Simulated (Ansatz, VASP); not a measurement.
## Be3ReH in VASP and in Ansatz

```
Be Re H
1.0
     2.49321    0.00000    0.00000
     0.00000    3.09358    0.00000
     0.00000    0.00000   11.74417
Be Re H
6 2 2
Direct
  0.50000 0.50000 0.50000
  0.50000 0.00000 0.00000
  0.00000 0.00000 0.59711
  0.00000 0.50000 0.09379
  0.00000 0.00000 0.40289
  0.00000 0.50000 0.90621
  0.50000 0.50000 0.72371
  0.50000 0.50000 0.27629
  0.50000 0.00000 0.80421
  0.50000 0.00000 0.19579
```

Change from the starting cell: the structure that the rattled cell fell into.

Alike in both runs: functional PBE; k mesh 16 × 12 × 4; occupations gaussian, width 0.1 eV; no spin polarisation.

Ansatz relaxed the structure, and its values are those at the end. VASP's run is a single point on that final structure, the one shown.

```csv
,VASP,Ansatz
version,VASP 6.6.1,Ansatz 0.2.0
potentials or method,"VASP PAW PBE potentials, release 64 (Be, Re, H), cutoff 520 eV","scalar-relativistic, plane waves, PAW"
valence electrons in the cell,28,44
```

Ansatz gave:

- gap on the k mesh at the Fermi level (eV): none
- pressure (GPa): 0.0
- rms of the force components (eV/Å): 0.001

Question: What did VASP give for the same quantities?

Answer: gap on the k mesh at the Fermi level (eV): none; pressure (GPa): 0.1; rms of the force components (eV/Å): 0.013.

A gap of «none» marks a metal or a gap that the smearing closes. The functional is the same, so the differences come from potentials, cutoffs and numerics. VASP's potentials hold 28 valence electrons a cell and Ansatz's 44, so a difference there can come from the potentials and not from the codes.

Neither program's run includes spin-orbit coupling.
